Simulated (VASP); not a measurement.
Se: single point with LDA

Crystal: Se.

```xyz
2
Lattice="0.0000 3.1256 3.1256 3.1256 0.0000 3.1256 3.1256 3.1256 0.0000" Properties=species:S:1:pos:R:3 pbc="T T T"
Se    3.1256    3.1256    3.1256
Se    4.6884    4.6884    4.6884
```

* Program: VASP 6.6.1
* Task: single point
* Functional: LDA
* Potentials or basis: VASP PAW LDA potentials, release 64 (Se)
* Cutoff: 520 eV
* k mesh: 6 × 6 × 6
* Occupations: fermi-dirac, width 0.1 eV
* Spin: no spin polarisation

```
Pressure               : -1.7 GPa
Band gap on the k mesh : zero (band 6 reaches 2.57 eV, above the bottom of band 7 at 1.48 eV)
```

Levels at points of the mesh, in eV from the Fermi level:
```tsv
k point	band 3	band 4	band 5	band 6	band 7	band 8	band 9	band 10
(0.00, 0.00, 0.00)	-3.48	-3.48	-3.48	-0.79	-0.79	-0.79	4.10	7.62
(0.50, 0.00, 0.00)	-4.21	-4.21	-4.21	0.31	0.31	1.78	6.64	6.69
(0.50, 0.50, 0.00)	-5.01	-5.01	-2.01	-2.01	2.27	2.27	6.08	6.08
```

Run time: 10 s on 1 thread of Intel(R) Xeon(R) Platinum 8259CL CPU @ 2.50GHz (Skylake/Cascade Lake) (shared host), peak memory 0.16 GiB.
